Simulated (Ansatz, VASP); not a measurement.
# Pb in VASP and in Ansatz

File INCAR:

```
PREC = Accurate
ENCUT = 520
EDIFF = 1E-7
ISMEAR = 0
SIGMA = 0.1
LREAL = F
LASPH = T
NELM = 80
ALGO = Normal
ISIF = 2
LWAVE = F
LCHARG = F
GGA = PE
NBANDS = 21
```

The input KPOINTS:

```
Automatic mesh
0
Gamma
  7 7 7
```

POSCAR

```
Pb
1.0
    0.0000000000      3.4390000555      3.4390000555
    3.4390000555      0.0000000000      3.4390000555
    3.4390000555      3.4390000555      0.0000000000
Pb
2
Direct
    0.2500000000      0.2500000000      0.2500000000
    0.0000000000      0.0000000000      0.0000000000
```

The input input.yaml:

```yaml
crystal:
  lattice:
    - [0.0, 3.4390000555, 3.4390000555]
    - [3.4390000555, 0.0, 3.4390000555]
    - [3.4390000555, 3.4390000555, 0.0]
  atoms:
    - { symbol: Pb, position: [0.25, 0.25, 0.25] }
    - { symbol: Pb, position: [0.0, 0.0, 0.0] }
kpoints:
  mp_grid: { grid: [7, 7, 7] }
scf:
  occupations: { method: gaussian, width: 0.1 }
hamiltonian:
  xc: pbe
  pseudopotentials: { kind: all_electron, lapw: { basis_error: 0.001 } }
output:
  forces: true
  stress: true
  eigenvalues: true
```

Alike in both runs: task single point; functional PBE; k mesh 7 × 7 × 7; occupations gaussian, width 0.1 eV; no spin polarisation.

```csv
,VASP,Ansatz
version,VASP 6.6.1,Ansatz 0.2.0
potentials or method,"VASP PAW PBE potentials, release 64 (Pb_d), cutoff 520 eV","all-electron LAPW, scalar-relativistic"
```

|  | VASP | Ansatz | Ansatz less VASP |
| --- | --- | --- | --- |
| gap on the k mesh at the Fermi level (eV) | none | none | - |
| pressure (GPa) | 2.3 | 2.4 | +0.06 |

A gap of «none» marks a metal or a gap that the smearing closes. Ansatz ran all-electron here, and VASP with PAW potentials.

Spin-orbit coupling is off throughout.
